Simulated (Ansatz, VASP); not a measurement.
**AlN in VASP and in Ansatz**

INCAR

```
SYSTEM = AlN
PREC = Accurate ; ENCUT = 520
EDIFF = 1E-6 ; ISMEAR = -1
SIGMA = 0.05 ; LREAL = .FALSE.
LASPH = .TRUE. ; NELM = 100
ALGO = Normal ; ISIF = 2
LWAVE = .FALSE. ; LCHARG = .FALSE.
GGA = CA ; NBANDS = 11
```

Contents of KPOINTS:

```
Automatic mesh
0
G
  10 10 10
  0 0 0
```

Contents of POSCAR:

```
AlN
1.0
    0.0000000000      2.1984575146      2.1984575146
    2.1984575146      0.0000000000      2.1984575146
    2.1984575146      2.1984575146      0.0000000000
Al N
1 1
Direct
    0.0000000000      0.0000000000      0.0000000000
    0.2500000000      0.2500000000      0.2500000000
```

input.yaml

```yaml
crystal:
  lattice:
    - [0.0, 2.1984575146, 2.1984575146]
    - [2.1984575146, 0.0, 2.1984575146]
    - [2.1984575146, 2.1984575146, 0.0]
  atoms:
    - { symbol: Al, position: [0.0, 0.0, 0.0] }
    - { symbol: "N", position: [0.25, 0.25, 0.25] }
kpoints:
  mp_grid: { grid: [10, 10, 10] }
scf:
  occupations: { method: fermi_dirac, width: 0.05 }
hamiltonian:
  xc: lda
  pseudopotentials: { kind: all_electron, lapw: { basis_error: 0.001 } }
output:
  forces: true
  stress: true
  eigenvalues: true
```

Change from the starting cell: volume scaled by 1.02.

Alike in both runs: task single point; functional LDA; k mesh 10 × 10 × 10; occupations fermi-dirac, width 0.05 eV; no spin polarisation.

|  | VASP | Ansatz |
| --- | --- | --- |
| version | VASP 6.6.1 | Ansatz 0.2.0 |
| potentials or method | VASP PAW LDA potentials, release 64 (Al, N), cutoff 520 eV | all-electron LAPW, scalar-relativistic |

Ansatz gave:

* gap on the k mesh at the Fermi level (eV): 3.23
* least direct gap on the mesh (eV): 4.05
* pressure (GPa): -7.3

Q: Estimate VASP's values.

A: gap on the k mesh at the Fermi level (eV): 3.21; least direct gap on the mesh (eV): 4.06; pressure (GPa): -6.8.

LDA's correlation is that of Perdew and Zunger in VASP and of Perdew and Wang (1992) in Ansatz. Ansatz ran all-electron here, and VASP with PAW potentials.
